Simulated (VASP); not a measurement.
# Mo2Se2S (P4/mmm) in VASP: a series of runs

Mo2Se2S is run at these levels: PBE; tasks: single point, relaxation of cell and atoms.

Everything below comes from runs of VASP 6.6.1. Logs are shortened: lines on timing, memory, paths and dates and some standing lists are left out, and cuts for length are marked.

## 1. The cell of the first run

Symmetry: P4/mmm, No. 123, tetragonal system. Conventional cell: a = 5.076 Å, b = 5.076 Å, c = 4.684 Å, α = 90.00°, β = 90.00°, γ = 90.00°. Within 2.7 Å of Mo (site symmetry 4mm) lie 2 Mo at 2.03 to 2.66 Å. Within 3.3 Å of Se (site symmetry mmm) lie 2 S at 2.54 Å and 4 Mo at 2.86 Å. S (site symmetry 4/mmm) has 4 Se at 2.54 Å within 3.3 Å.

The cell was generated, and may not be a known phase.

## 2. Single point, PBE, collinear spin

File INCAR:

```
ALGO = Normal
EDIFF = 1E-6
ENCUT = 520
GGA = PE
ISIF = 2
ISMEAR = 0
ISPIN = 2
LASPH = True
LCHARG = True
LELF = True
LMAXMIX = 4
LORBIT = 11
LREAL = False
LVHAR = True
LWAVE = False
MAGMOM = 1 1 0 0 0
NBANDS = 35
NELM = 150
PREC = Accurate
SIGMA = 0.15
```

File KPOINTS:

```
k-points
0
Gamma
  2 2 3
```

File POSCAR:

```
Mo2Se2S
1.0
    5.0760880600      0.0000000000      0.0000000000
    0.0000000000      5.0760880600      0.0000000000
    0.0000000000      0.0000000000      4.6837699843
Mo Se S
2 2 1
Direct
    0.0000000000      0.0000000000      0.2837315443
    0.0000000000      0.0000000000      0.7162684557
    0.0000000000      0.5000000000      0.0000000000
    0.5000000000      0.0000000000      0.0000000000
    0.5000000000      0.5000000000      0.0000000000
```

Potentials or basis: VASP PAW PBE potentials, release 64 (Mo_sv, Se, S).

Started as:

```sh
$ cat potpaw_PBE.64/Mo_sv/POTCAR potpaw_PBE.64/Se/POTCAR potpaw_PBE.64/S/POTCAR > POTCAR
$ mpirun -np 1 vasp_std > vasp.out
```

OUTCAR:

```text
EDIFF = 1E-6
   ENCUT = 520
   GGA = PE
   ISIF = 2
   ISMEAR = 0
   ISPIN = 2
   LASPH = True
   LORBIT = 11
   LREAL = False
   NELM = 150
   PREC = Accurate

 ion  position               nearest neighbor table
   1  0.000  0.000  0.284-   2 2.03   2 2.66   4 2.86   3 2.86   3 2.86   4 2.86
   2  0.000  0.000  0.716-   1 2.03   1 2.66   3 2.86   4 2.86   3 2.86   4 2.86
   3  0.000  0.500  0.000-   5 2.54   5 2.54   1 2.86   1 2.86   2 2.86   2 2.86
   4  0.500  0.000  0.000-   5 2.54   5 2.54   1 2.86   2 2.86   1 2.86   2 2.86
   5  0.500  0.500  0.000-   3 2.54   4 2.54   4 2.54   3 2.54

  LATTYP: Found a simple tetragonal cell.
 ALAT       =     5.0760880600
 C/A-ratio  =     0.9227125158

  Lattice vectors:

 A1 = (   5.0760880600,   0.0000000000,   0.0000000000)
 A2 = (   0.0000000000,   5.0760880600,   0.0000000000)
 A3 = (   0.0000000000,   0.0000000000,   4.6837699843)

Analysis of symmetry for initial positions (statically):
=====================================================================
 Subroutine PRICEL returns:
 Original cell was already a primitive cell.

 Routine SETGRP: Setting up the symmetry group for a
 simple tetragonal supercell.

 Subroutine GETGRP returns: Found 16 space group operations
 (whereof 16 operations were pure point group operations)
 out of a pool of 16 trial point group operations.

The static configuration has the point symmetry D_4h.

Analysis of symmetry for dynamics (positions and initial velocities):
=====================================================================
 Subroutine PRICEL returns:
 Original cell was already a primitive cell.

 Routine SETGRP: Setting up the symmetry group for a
 simple tetragonal supercell.

 Subroutine GETGRP returns: Found 16 space group operations
 (whereof 16 operations were pure point group operations)
 out of a pool of 16 trial point group operations.

The dynamic configuration has the point symmetry D_4h.

Analysis of structural, dynamic, and magnetic symmetry:
=====================================================================
 Subroutine PRICEL returns:
 Original cell was already a primitive cell.

 Routine SETGRP: Setting up the symmetry group for a
 simple tetragonal supercell.

 Subroutine GETGRP returns: Found 16 space group operations
 (whereof 16 operations were pure point group operations)
[... 116 lines left out ...]
   AEXX    =    0.0000 exact exchange contribution
   IVDW    =     0    specifies the selected vdW correction
   LEPSILON=     F    determine dielectric tensor
   LRPA    =     F    only Hartree local field effects (RPA)
 spin polarized calculation
 Gauss-broadening in eV      SIGMA  =   0.15
  energy-cutoff  :      520.00
  volume of cell :      120.69
 maximum number of plane-waves:      3278
 NGX is ok and might be reduce to    40
   NGX = 19   NGY = 19   NGZ = 17

 number of electron      46.0000005 magnetization       0.1271600

 Free energy of the ion-electron system (eV)
  ---------------------------------------------------
  ext. energy  EPLUGINS =         0.00000000
  ---------------------------------------------------
  free energy    TOTEN  =       -28.69495800 eV

  energy without entropy =      -28.62486141  energy(sigma->0) =      -28.65990971

 E-fermi :   4.4852     XC(G=0):  -9.6038

 val. band max:        4.4667513813   @ k =   0.0000   0.0000   0.3333
 cond. band min:       4.5285880843   @ k =   0.5000   0.0000   0.0000
 fundamental gap:      0.0618367029
 Fermi energy:         4.4852304357

 spin component 1

 k-point     1 :       0.0000    0.0000    0.0000
  band No.  band energies     occupation
      1     -56.9745      1.00000
      2     -55.8505      1.00000
      3     -33.0032      1.00000
      4     -30.8411      1.00000
      5     -30.8411      1.00000
      6     -30.0909      1.00000
[... 217 lines left out ...]
     34      12.3282      0.00000
     35      13.3280      0.00000
 Fermi energy:         4.4852304357

 spin component 2

 k-point     1 :       0.0000    0.0000    0.0000
  band No.  band energies     occupation
      1     -56.9690      1.00000
      2     -55.8450      1.00000
      3     -32.9989      1.00000
      4     -30.8340      1.00000
      5     -30.8340      1.00000
      6     -30.0839      1.00000
[... 217 lines left out ...]
     34      12.3682      0.00000
     35      13.3364      0.00000

------------------------ aborting loop because EDIFF is reached ----------------------------------------

  FORCE on cell =-STRESS in cart. coord.  units (eV):
  Direction    XX          YY          ZZ          XY          YZ          ZX
  --------------------------------------------------------------------------------------
  -------------------------------------------------------------------------------------
  Total        0.0697981      0.0697981      1.2549208     -0.0000000      0.0000000     -0.0000000
  in kB        0.9266170      0.9266170     16.6599252     -0.0000000      0.0000000     -0.0000000
  external PRESSURE =       6.1710531 kB  Pullay stress =       0.0000000 kB

 VOLUME and BASIS-vectors are now :
 -----------------------------------------------------------------------------
  energy-cutoff  :      520.00
  volume of cell :      120.69
      direct lattice vectors                 reciprocal lattice vectors
     5.076088060  0.000000000  0.000000000     0.197002099  0.000000000  0.000000000
     0.000000000  5.076088060  0.000000000     0.000000000  0.197002099  0.000000000
     0.000000000  0.000000000  4.683769984     0.000000000  0.000000000  0.213503226

 POSITION                                       TOTAL-FORCE (eV/Angst)
 -----------------------------------------------------------------------------------
      0.00000      0.00000      1.32893        -0.000000      0.000000     -0.616048
      0.00000      0.00000      3.35484         0.000000      0.000000      0.616048
      0.00000      2.53804      0.00000        -0.000000      0.000000      0.000000
      2.53804      0.00000      0.00000        -0.000000      0.000000      0.000000
      2.53804      2.53804      0.00000        -0.000000      0.000000      0.000000
 -----------------------------------------------------------------------------------
    total drift:                               -0.000000      0.000000     -0.000000

  FREE ENERGIE OF THE ION-ELECTRON SYSTEM (eV)
  ---------------------------------------------------
  free  energy   TOTEN  =       -28.6949580017 eV

  energy  without entropy=      -28.6248614124  energy(sigma->0) =      -28.65990971

 total charge

# of ion       s       p       d       tot
------------------------------------------
    1        2.236   6.105   4.369  12.711
    2        2.236   6.105   4.369  12.711
    3        1.469   2.224   0.072   3.765
    4        1.469   2.224   0.072   3.765
    5        1.412   2.192   0.000   3.604
--------------------------------------------------
tot          8.822  18.851   8.882  36.556

 magnetization (x)

# of ion       s       p       d       tot
------------------------------------------
    1        0.003   0.000   0.007   0.011
    2        0.003   0.000   0.007   0.011
    3        0.001   0.008   0.000   0.009
    4        0.001   0.008   0.000   0.009
    5        0.001   0.058   0.000   0.059
--------------------------------------------------
tot          0.010   0.075   0.015   0.099
```

OSZICAR:

```text
N       E                     dE             d eps       ncg     rms          rms(c)
DAV:   1     0.393592587196E+03    0.39359E+03   -0.25022E+04   920   0.121E+03
DAV:   2    -0.100454812420E+02   -0.40364E+03   -0.38313E+03   997   0.329E+02
DAV:   3    -0.294868250960E+02   -0.19441E+02   -0.18748E+02  1034   0.642E+01
DAV:   4    -0.298531352767E+02   -0.36631E+00   -0.36475E+00   991   0.868E+00
DAV:   5    -0.298583652318E+02   -0.52300E-02   -0.52281E-02   963   0.106E+00    0.269E+01
DAV:   6    -0.298290916543E+02    0.29274E-01   -0.15898E+01   904   0.119E+01    0.140E+01
DAV:   7    -0.292685866353E+02    0.56051E+00   -0.14032E+01   911   0.951E+00    0.110E+01
DAV:   8    -0.286830181268E+02    0.58557E+00   -0.13603E+00   887   0.482E+00    0.294E+00
DAV:   9    -0.286921495685E+02   -0.91314E-02   -0.10362E-01   925   0.136E+00    0.895E-01
DAV:  10    -0.286933150765E+02   -0.11655E-02   -0.54150E-03  1000   0.342E-01    0.494E-01
DAV:  11    -0.286941727594E+02   -0.85768E-03   -0.34888E-03   872   0.261E-01    0.179E-01
DAV:  12    -0.286945642104E+02   -0.39145E-03   -0.85915E-04   899   0.127E-01    0.759E-02
DAV:  13    -0.286947719120E+02   -0.20770E-03   -0.28609E-04   920   0.594E-02    0.704E-02
DAV:  14    -0.286949875055E+02   -0.21559E-03   -0.18372E-04   888   0.379E-02    0.719E-02
DAV:  15    -0.286949574232E+02    0.30082E-04   -0.14253E-05   805   0.107E-02    0.716E-02
DAV:  16    -0.286949580017E+02   -0.57857E-06   -0.12920E-07   461   0.133E-03
   1 F= -.28694958E+02 E0= -.28659910E+02  d E =-.700966E-01  mag=     0.1349
```

stdout:

```text
POSCAR found type information on POSCAR MoSeS
 POSCAR found :  3 types and       5 ions
 scaLAPACK will be used
 LDA part: xc-table for (Slater+PW92), standard interpolation
 POSCAR, INCAR and KPOINTS ok, starting setup
 FFT: planning ... GRIDC
 FFT: planning ... GRID_SOFT
 FFT: planning ... GRID
 WAVECAR not read
 entering main loop
```

Run time: 64 s. Hardware: 1 thread of Intel Xeon Platinum 8488C (Sapphire Rapids), shared host; peak memory 0.28 GiB.

What came out:

* Free energy: -28.6950 eV
* Pressure: 0.6 GPa
* Largest force: 0.616 eV/Å
* Net moment: 0.13 μB per cell
* Site moments: Mo +0.01; Se +0.01; S +0.06 μB
* Valence electrons inside the program's atomic spheres: Mo 12.71; Se 3.77; S 3.60

Forces in eV/Å, atoms in the order of the input:
```
Mo   0.000  0.000 -0.616
Mo   0.000  0.000  0.616
Se   0.000  0.000  0.000
Se   0.000  0.000  0.000
S    0.000  0.000  0.000
```

Stress tensor (GPa, compression positive):
```
0.09 0.00 0.00
0.00 0.09 0.00
0.00 0.00 1.67
```

Levels at points of the mesh, in eV from the Fermi level:
Spin up:
| k point | band 18 | band 19 | band 20 | band 21 | band 22 | band 23 | band 24 | band 25 | band 26 | band 27 |
| --- | --- | --- | --- | --- | --- | --- | --- | --- | --- | --- |
| (0.00, 0.00, 0.00) | -2.25 | -1.31 | -0.77 | -0.77 | -0.52 | 0.06 | 0.26 | 1.08 | 2.95 | 3.85 |
| (0.50, 0.00, 0.00) | -2.62 | -1.19 | -0.73 | -0.66 | -0.55 | 0.04 | 0.09 | 0.96 | 1.07 | 2.82 |
| (0.50, 0.50, 0.00) | -1.88 | -1.88 | -1.49 | -0.91 | -0.66 | -0.66 | 0.75 | 1.26 | 1.33 | 2.09 |
Spin down:
| k point | band 18 | band 19 | band 20 | band 21 | band 22 | band 23 | band 24 | band 25 | band 26 | band 27 |
| --- | --- | --- | --- | --- | --- | --- | --- | --- | --- | --- |
| (0.00, 0.00, 0.00) | -2.23 | -1.31 | -0.77 | -0.77 | -0.50 | 0.07 | 0.38 | 1.08 | 2.97 | 3.86 |
| (0.50, 0.00, 0.00) | -2.60 | -1.18 | -0.71 | -0.65 | -0.54 | 0.11 | 0.14 | 0.96 | 1.09 | 2.84 |
| (0.50, 0.50, 0.00) | -1.86 | -1.86 | -1.37 | -0.91 | -0.63 | -0.63 | 0.76 | 1.28 | 1.35 | 2.10 |

Caveat: the k points lie up to 0.62 Å⁻¹ apart; atoms lie so close that the PAW spheres overlap strongly, which falsifies energies and pressures.

## 3. Relaxation of cell and atoms, PBE, collinear spin

This run uses another cell than the first one, of 27.62 Å³/atom.

File INCAR:

```
PREC = Accurate
ENCUT = 600
EDIFF = 1E-6
ISMEAR = 0
SIGMA = 0.15
LREAL = False
LASPH = True
NELM = 150
ALGO = Normal
ISIF = 3
LWAVE = False
LCHARG = False
ISPIN = 2
MAGMOM = 1 1 0 0 0
LORBIT = 11
LMAXMIX = 4
GGA = PE
IBRION = 2
NSW = 36
EDIFFG = -0.08
```

File KPOINTS:

```
Automatic mesh
0
Gamma
  2 2 3
```

File POSCAR:

```
Mo2Se2S
1.0
    5.6995123200      0.0000000000      0.0000000000
    0.0000000000      5.6995123200      0.0000000000
    0.0000000000      0.0000000000      4.2518996100
Mo Se S
2 2 1
Direct
    0.0000000000      0.0000000000      0.2365762000
    0.0000000000      0.0000000000      0.7634238000
    0.0000000000      0.5000000000      0.0000000000
    0.5000000000      0.0000000000      0.0000000000
    0.5000000000      0.5000000000      0.0000000000
```

Potentials or basis: VASP PAW PBE potentials, release 64 (Mo_sv, Se, S).

Started as:

```sh
$ cat potpaw_PBE.64/Mo_sv/POTCAR potpaw_PBE.64/Se/POTCAR potpaw_PBE.64/S/POTCAR > POTCAR
$ mpirun -np 1 vasp_std > vasp.out
```

Wall time 12 min (1 thread of Intel Xeon Platinum 8488C (Sapphire Rapids), shared host); peak memory 0.37 GiB.

It converged, with:

| Item | Value |
| --- | --- |
| Free energy | -28.7040 eV |
| Relaxed volume | 24.14 Å³/atom |
| Relaxed cell | a = 5.074 Å, b = 5.074 Å, c = 4.690 Å, α = 90.00°, β = 90.00°, γ = 90.00° |
| Space group after relaxing (to 0.1 Å) | P4/mmm (No. 123) |
| Energy gained by relaxing | 522.7 meV/atom |
| Ionic steps | 12 |
| Pressure after relaxing | -0.1 GPa |
| Largest force after relaxing | 0.061 eV/Å |
| Band gap on the k mesh | zero (filled and empty bands overlap) |
| Net moment | 0.00 μB per cell |
| Valence electrons inside the program's atomic spheres | Mo 12.67; Se 3.77; S 3.61 |

Forces on the atoms (eV/Å):
```
Mo   0.000  0.000  0.061
Mo   0.000  0.000 -0.061
Se   0.000  0.000  0.000
Se   0.000  0.000  0.000
S    0.000  0.000  0.000
```

Stress tensor (GPa, compression positive):
```
 0.00  0.00  0.00
 0.00  0.00  0.00
 0.00  0.00 -0.20
```

Step by step:
| step | energy change (eV) | largest force (eV/Å) | pressure (GPa) | volume (Å³) |
| --- | --- | --- | --- | --- |
| 1 | 0.0000 | 1.3084 | 0.01 | 138.12 |
| 2 | -1.3203 | 2.3929 | -8.23 | 135.20 |
| 3 | -1.4614 | 2.0506 | -8.01 | 136.71 |
| 4 | -2.2913 | 2.1426 | 4.55 | 112.63 |
| 5 | -2.3429 | 2.5721 | 1.42 | 116.13 |
| 6 | -1.2339 | 12.4213 | 17.28 | 111.39 |
| 7 | -2.4543 | 1.8631 | 2.36 | 115.34 |
| 8 | -2.5065 | 1.1435 | 3.16 | 114.87 |
| 9 | -2.5256 | 0.0607 | 4.34 | 114.32 |
| 10 | -2.5261 | 0.2346 | 4.15 | 114.40 |
| 11 | -2.6095 | 0.0583 | -0.83 | 122.21 |
| 12 | -2.6136 | 0.0610 | -0.07 | 120.71 |

Final structure:
```xyz
5
Lattice="5.0735 0.0000 0.0000 0.0000 5.0735 0.0000 0.0000 0.0000 4.6897" Properties=species:S:1:pos:R:3 pbc="T T T"
Mo    0.0000    0.0000    1.3188
Mo    0.0000    0.0000    3.3709
Se    0.0000    2.5368    0.0000
Se    2.5368    0.0000    0.0000
S     2.5368    2.5368    0.0000
```

Levels at points of the mesh, in eV from the Fermi level:
Spin up:
```tsv
k point	band 19	band 20	band 21	band 22	band 23	band 24	band 25	band 26
(0.00, 0.00, 0.00)	-1.29	-0.74	-0.74	-0.47	0.08	0.31	1.04	2.94
(0.50, 0.00, 0.00)	-1.15	-0.70	-0.62	-0.55	0.09	0.13	0.92	1.03
(0.50, 0.50, 0.00)	-1.88	-1.43	-0.92	-0.65	-0.65	0.71	1.23	1.38
```
Spin down:
| k point | band 18 | band 19 | band 20 | band 21 | band 22 | band 23 | band 24 | band 25 | band 26 | band 27 |
| --- | --- | --- | --- | --- | --- | --- | --- | --- | --- | --- |
| (0.00, 0.00, 0.00) | -2.27 | -1.29 | -0.74 | -0.74 | -0.47 | 0.08 | 0.31 | 1.04 | 2.94 | 3.80 |
| (0.50, 0.00, 0.00) | -2.64 | -1.15 | -0.70 | -0.62 | -0.55 | 0.09 | 0.13 | 0.92 | 1.03 | 2.81 |
| (0.50, 0.50, 0.00) | -1.88 | -1.88 | -1.43 | -0.92 | -0.65 | -0.65 | 0.71 | 1.23 | 1.38 | 2.03 |

Caveat: the k points lie up to 0.62 Å⁻¹ apart in the final cell, too coarse for converged energies and pressures of a metal; atoms lie so close that the PAW spheres overlap strongly, which falsifies energies and pressures; the relaxation stopped at a loose force limit of 0.08 eV/Å, so its end isn't a converged minimum.

The gap in the log of VASP goes by the Fermi energy; the results here count the filled bands.